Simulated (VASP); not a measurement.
# Ge in VASP: settings compared

The runs below take Ge through single point, relaxation of cell and atoms, with PBEsol, r2SCAN.

Program: VASP 6.6.1. These are calculated values, not measurements. Logs are shortened: lines on timing, memory, paths and dates and some standing lists are left out, and cuts for length are marked.

### 1 The cell of the first run

Symmetry: P2_1/m, No. 11, monoclinic system. The conventional cell has a = 3.968 Å, b = 13.157 Å, c = 4.003 Å, α = 90.00°, β = 119.14°, γ = 90.00°. Within 3.2 Å of Ge (site symmetry 1) lie 4 Ge at 2.44 to 2.47 Å. Within 3.2 Å of Ge (site symmetry 1) lie 4 Ge at 2.44 to 2.47 Å.

### 2 Single point, PBEsol

Contents of INCAR:

```
SYSTEM = Ge
PREC     = Accurate       ! precision mode
ENCUT    = 520            ! plane-wave cutoff, eV
EDIFF    = 1E-7           ! SCF threshold, eV
ISMEAR   = -1             ! smearing method
SIGMA    = 0.05           ! smearing width, eV
LREAL    = .FALSE.        ! projectors in reciprocal space
LASPH    = .TRUE.         ! aspherical terms in the spheres
NELM     = 80             ! most SCF steps
ALGO     = Normal         ! electronic algorithm
ISIF     = 2              ! what is computed and relaxed
LWAVE    = .FALSE.        ! write WAVECAR
LCHARG   = .FALSE.        ! write CHGCAR
GGA      = PS             ! functional
NBANDS   = 66             ! bands
```

Contents of KPOINTS:

```
regular mesh
0
G
  6 7 2
  0 0 0
```

Contents of POSCAR:

```
Ge
1.0
    4.0031158814      0.0400311588      0.0000000000
   -1.9668899402      3.4467844682      0.0000000000
    0.0000000000      0.0000000000     13.1567068600
Ge
8
Direct
    0.3333333333      0.6666666667      0.1559415700
    0.6666666667      0.3333333333      0.8440584300
    0.6666666667      0.3333333333      0.6559415700
    0.3333333333      0.6666666667      0.3440584300
    0.0000000000      0.0000000000      0.0931488400
    0.0000000000      0.0000000000      0.9068511600
    0.0000000000      0.0000000000      0.5931488400
    0.0000000000      0.0000000000      0.4068511600
```

Potentials or basis: VASP PAW PBE potentials, release 64 (Ge_d).

Run with:

```sh
$ cat potpaw_PBE.64/Ge_d/POTCAR > POTCAR
$ mpirun -np 1 vasp_std > vasp.out
```

OUTCAR:

```text
SYSTEM = Ge
   PREC = Accurate
   ENCUT = 520
   EDIFF = 1E-7
   ISMEAR = -1
   LREAL = .FALSE.
   LASPH = .TRUE.
   NELM = 80
   ISIF = 2
   GGA = PS

 ion  position               nearest neighbor table
   1  0.333  0.667  0.156-   5 2.44   5 2.45   5 2.47   4 2.47
   2  0.667  0.333  0.844-   6 2.44   6 2.45   6 2.47   3 2.47
   3  0.667  0.333  0.656-   7 2.44   7 2.45   7 2.47   2 2.47
   4  0.333  0.667  0.344-   8 2.44   8 2.45   8 2.47   1 2.47
   5  0.000  0.000  0.093-   1 2.44   6 2.45   1 2.45   1 2.47
   6  0.000  0.000  0.907-   2 2.44   5 2.45   2 2.45   2 2.47
   7  0.000  0.000  0.593-   3 2.44   8 2.45   3 2.45   3 2.47
   8  0.000  0.000  0.407-   4 2.44   7 2.45   4 2.45   4 2.47

  Warning from LATTYP: Monoclinic adjustment (A1->A3, A2->A1, A3->A2)!
  LATTYP: Found a simple monoclinic cell.
 ALAT       =     3.9684983567
 B/A-ratio  =     3.3152859539
 C/A-ratio  =     1.0087735139
 COS(beta)  =    -0.4869160342

  Lattice vectors:

 A1 = (  -1.9668899402,   3.4467844682,   0.0000000000)
 A2 = (   0.0000000000,   0.0000000000,  13.1567068600)
 A3 = (   4.0031158814,   0.0400311588,   0.0000000000)

Analysis of symmetry for initial positions (statically):
=====================================================================
 Subroutine PRICEL returns:
 Original cell was already a primitive cell.

 Routine SETGRP: Setting up the symmetry group for a
 simple monoclinic supercell.

 Subroutine GETGRP returns: Found  4 space group operations
 (whereof  2 operations were pure point group operations)
 out of a pool of  4 trial point group operations.

The static configuration has the point symmetry S_2 .
 The point group associated with its full space group is C_2h.

Analysis of symmetry for dynamics (positions and initial velocities):
=====================================================================
 Subroutine PRICEL returns:
 Original cell was already a primitive cell.

 Routine SETGRP: Setting up the symmetry group for a
 simple monoclinic supercell.

 Subroutine GETGRP returns: Found  4 space group operations
 (whereof  2 operations were pure point group operations)
 out of a pool of  4 trial point group operations.

The dynamic configuration has the point symmetry S_2 .
 The point group associated with its full space group is C_2h.

 Subroutine INISYM returns: Found  4 space group operations
 (whereof  2 operations are pure point group operations),
 and found     1 'primitive' translations

----------------------------------------------------------------------------------------

                                     Primitive cell

  volume of cell :     182.5705

  direct lattice vectors                    reciprocal lattice vectors
     4.003115881  0.040031159  0.000000000     0.248387996  0.141741340  0.000000000
    -1.966889940  3.446784468  0.000000000    -0.002884793  0.288479288  0.000000000
     0.000000000  0.000000000 13.156706860     0.000000000  0.000000000  0.076006862

  length of vectors
     4.003316032  3.968498357 13.156706860     0.285984622  0.288493712  0.076006862

  position of ions in fractional coordinates (direct lattice)
     0.333333333  0.666666667  0.155941570
     0.666666667  0.333333333  0.844058430
     0.666666667  0.333333333  0.655941570
     0.333333333  0.666666667  0.344058430
     0.000000000  0.000000000  0.093148840
     0.000000000  0.000000000  0.906851160
     0.000000000  0.000000000  0.593148840
     0.000000000  0.000000000  0.406851160

  ion indices of the primitive-cell ions
   primitive index   ion index
                 1           1
                 2           2
                 3           3
                 4           4
                 5           5
                 6           6
                 7           7
                 8           8

----------------------------------------------------------------------------------------

 KPOINTS: regular mesh

Automatic generation of k-mesh.
 Grid dimensions read from file:
 generate k-points for:    6    7    2

 Generating k-lattice:

  Cartesian coordinates                     Fractional coordinates (reciprocal lattice)
     0.041397999  0.023623557  0.000000000     0.166666667  0.000000000  0.000000000
    -0.000412113  0.041211327  0.000000000     0.000000000  0.142857143  0.000000000
     0.000000000  0.000000000  0.038003431     0.000000000  0.000000000  0.500000000

  Length of vectors
     0.047664104  0.041213387  0.038003431

  Shift w.r.t. Gamma in fractional coordinates (k-lattice)
     0.000000000  0.000000000  0.000000000

 Subroutine IBZKPT returns following result:
 ===========================================

 Found     44 irreducible k-points:

 Following reciprocal coordinates:
            Coordinates               Weight
  0.000000  0.000000  0.000000      1.000000
  0.166667 -0.000000  0.000000      2.000000
  0.333333 -0.000000  0.000000      2.000000
  0.500000 -0.000000  0.000000      1.000000
  0.000000  0.142857  0.000000      2.000000
  0.166667  0.142857  0.000000      2.000000
[... 16 lines left out ...]
  0.000000  0.000000  0.500000      1.000000
  0.166667 -0.000000  0.500000      2.000000
 [... further k-points ...]
   k-points           NKPTS =     44   k-points in BZ     NKDIM =     44   number of bands    NBANDS=     66
   number of dos      NEDOS =    301   number of ions     NIONS =      8
   total plane-waves  NPLWV =  88200
   dimension x,y,z NGX =    30 NGY =   30 NGZ =   98
   dimension x,y,z NGXF=    60 NGYF=   60 NGZF=  196
   ions per type =               8
   NGX,Y,Z   is equivalent  to a cutoff of  12.46, 12.57, 12.38 a.u.
   NGXF,Y,Z  is equivalent  to a cutoff of  24.92, 25.13, 24.77 a.u.
 SYSTEM =  Ge
   PREC   = accura    normal or accurate (medium, high low for compatibility)
   ISTART =      0    job   : 0-new  1-cont  2-samecut
   ICHARG =      2    charge: 1-file 2-atom 10-const
   ISPIN  =      1    spin polarized calculation?
   LNONCOLLINEAR =      F non collinear calculations
   LSORBIT =      F    spin-orbit coupling
   LASPH  =      T    aspherical Exc in radial PAW
   ENCUT  =  520.0 eV  38.22 Ry    6.18 a.u.   7.44  7.38 24.46*2*pi/ulx,y,z
   NELM   =     80;   NELMIN=  2; NELMDL= -5     # of ELM steps
   EDIFF  = 0.1E-06   stopping-criterion for ELM
   LREAL  =      F    real-space projection
   EDIFFG = 0.1E-05   stopping-criterion for IOM
   NSW    =      0    number of steps for IOM
   IBRION =     -1    ionic relax: 0-MD 1-quasi-New 2-CG
   NFREE  =      0    steps in history (QN), initial steepest desc. (CG)
   ISIF   =      2    stress and relaxation
   ISYM   =      2    0-nonsym 1-usesym 2-fastsym
   POTIM  = 0.5000    time-step for ionic-motion
   TEBEG  =    0.0;   TEEND  =   0.0 temperature during run
   PSTRESS=    0.0 pullay stress
   NELECT =     112.0000    total number of electrons
   NUPDOWN=      -1.0000    fix difference up-down
   EMIN   =  10.00;   EMAX   =-10.00  energy-range for DOS
   EFERMI =   0.00;   METHOD = LEGACY
   ISMEAR =    -1;   SIGMA  =   0.05  broadening in eV -4-tet -1-fermi 0-gaus
   EFERMI_NEDOS =   21; number of points for ismear=-14 and -15
   IALGO  =     38    algorithm
   IMIX   =      4    mixing-type and parameters
     AMIX     =   0.40;   BMIX     =  1.00
     AMIX_MAG =   1.60;   BMIX_MAG =  1.00
  volume/ion in A,a.u.               =      22.82       154.01
  Fermi-wavevector in a.u.,A,eV,Ry     =   1.391032  2.628670 26.326883  1.934971
  Thomas-Fermi vector in A             =   2.514910
   LORBIT       =      0    0 simple, 1 ext, 2 COOP (PROOUT), +10 PAW based schemes
   GGA     = PS    functional components
   LHFCALC =     F    Hartree Fock is set to
   AEXX    =    0.0000 exact exchange contribution
   IVDW    =     0    specifies the selected vdW correction
   LEPSILON=     F    determine dielectric tensor
   LRPA    =     F    only Hartree local field effects (RPA)
 non-spin polarized calculation
  energy-cutoff  :      520.00
  volume of cell :      182.57
 maximum number of plane-waves:      4963
 NGX is ok and might be reduce to    30
   NGX = 15   NGY = 15   NGZ = 49

 number of electron     112.0000117 magnetization

 Free energy of the ion-electron system (eV)
  ---------------------------------------------------
  ext. energy  EPLUGINS =         0.00000000
  ---------------------------------------------------
  free energy    TOTEN  =       -39.37611068 eV

  energy without entropy =      -39.37214738  energy(sigma->0) =      -39.37412903

 E-fermi :   4.8225     XC(G=0): -10.0877

 val. band max:        4.8182092094   @ k =   0.0000   0.0000   0.0000
 cond. band min:       4.8338350323   @ k =   0.0000   0.0000   0.0000
 fundamental gap:      0.0156258230
 Fermi energy:         4.8225209881

 k-point     1 :       0.0000    0.0000    0.0000
  band No.  band energies     occupation
      1     -20.0074      2.00000
      2     -19.9987      2.00000
      3     -19.9944      2.00000
      4     -19.9936      2.00000
      5     -19.9858      2.00000
      6     -19.9810      2.00000
[... 58 lines left out ...]
     65       8.1226      0.00000
     66       8.4817      0.00000

 k-point     2 :       0.1667   -0.0000    0.0000
  band No.  band energies     occupation
      1     -20.0142      2.00000
      2     -20.0091      2.00000
      3     -20.0029      2.00000
      4     -19.9989      2.00000
      5     -19.9935      2.00000
      6     -19.9930      2.00000
[... 58 lines left out ...]
     65       8.7092      0.00000
     66       9.1324      0.00000

 k-point     3 :       0.3333   -0.0000    0.0000
  band No.  band energies     occupation
      1     -20.0225      2.00000
      2     -20.0150      2.00000
      3     -20.0088      2.00000
      4     -20.0041      2.00000
      5     -20.0014      2.00000
      6     -19.9994      2.00000
[... 1438 lines left out ...]
     65       8.1361      0.00000
     66       8.1361      0.00000

 k-point    24 :       0.1667   -0.0000    0.5000
  band No.  band energies     occupation
      1     -20.0103      2.00000
      2     -20.0103      2.00000
      3     -20.0049      2.00000
      4     -20.0049      2.00000
      5     -19.9898      2.00000
      6     -19.9898      2.00000
[... 58 lines left out ...]
     65       8.6121      0.00000
     66       8.6121      0.00000

 [... further k-points ...]
[... 5 lines left out ...]
  --------------------------------------------------------------------------------------
  -------------------------------------------------------------------------------------
  Total        0.3339037     -0.0015090     -0.3325096     -1.5374793      0.0000000      0.0000000
  in kB        2.9302256     -0.0132424     -2.9179917    -13.4923982      0.0000000      0.0000000
  external PRESSURE =      -0.0003362 kB  Pullay stress =       0.0000000 kB

 VOLUME and BASIS-vectors are now :
 -----------------------------------------------------------------------------
  energy-cutoff  :      520.00
  volume of cell :      182.57
      direct lattice vectors                 reciprocal lattice vectors
     4.003115881  0.040031159  0.000000000     0.248387996  0.141741340  0.000000000
    -1.966889940  3.446784468  0.000000000    -0.002884793  0.288479288  0.000000000
     0.000000000  0.000000000 13.156706860     0.000000000  0.000000000  0.076006862

 POSITION                                       TOTAL-FORCE (eV/Angst)
 -----------------------------------------------------------------------------------
      0.02311      2.31120      2.05168         0.143227     -0.007800      0.000217
      2.01311      1.17562     11.10503        -0.143227      0.007800     -0.000217
      2.01311      1.17562      8.63003        -0.143227      0.007800      0.000217
      0.02311      2.31120      4.52668         0.143227     -0.007800     -0.000217
      0.00000      0.00000      1.22553        -0.143467      0.009150      0.003457
      0.00000      0.00000     11.93117         0.143467     -0.009150     -0.003457
      0.00000      0.00000      7.80389         0.143467     -0.009150      0.003457
      0.00000      0.00000      5.35282        -0.143467      0.009150     -0.003457
 -----------------------------------------------------------------------------------
    total drift:                                0.000000      0.000000      0.000000

  FREE ENERGIE OF THE ION-ELECTRON SYSTEM (eV)
  ---------------------------------------------------
  free  energy   TOTEN  =       -39.3761106776 eV

  energy  without entropy=      -39.3721473770  energy(sigma->0) =      -39.37412903
```

Run time: 11 min. Hardware: 1 thread of Intel Xeon Platinum 8488C (Sapphire Rapids), shared host; peak memory 0.5 GiB.

What came out:

```yaml
Free_energy: -39.3761 eV
Pressure: 0.0 GPa
Largest_force: 0.144 eV/Å
Band_gap_on_the_k_mesh: 0.02 eV
```

Forces in eV/Å, atoms in the order of the input:
```
Ge   0.143 -0.008  0.000
Ge  -0.143  0.008  0.000
Ge  -0.143  0.008  0.000
Ge   0.143 -0.008  0.000
Ge  -0.143  0.009  0.003
Ge   0.143 -0.009 -0.003
Ge   0.143 -0.009  0.003
Ge  -0.143  0.009 -0.003
```

Stress tensor (GPa, compression positive):
```
 0.29 -1.35  0.00
-1.35  0.00  0.00
 0.00  0.00 -0.29
```

Levels at points of the mesh, in eV from the valence-band top:
```csv
k point,band 54,band 55,band 56,band 57,band 58,band 59
"(0.00, 0.00, 0.00)",-0.12,-0.07,0.00,0.02,0.09,0.45
"(0.50, 0.00, 0.00)",-2.30,-1.81,-1.33,0.24,0.37,0.67
"(0.00, 0.00, 0.50)",-0.33,-0.25,-0.25,0.13,0.13,1.11
"(0.50, 0.00, 0.50)",-2.60,-1.68,-1.68,0.72,0.72,1.36
```

Caveat: semilocal functionals underestimate gaps, and a narrow one can read as zero; the PAW data sets were made with another functional, which shifts forces and pressure a little.

(Continued in part 2 of 3.)
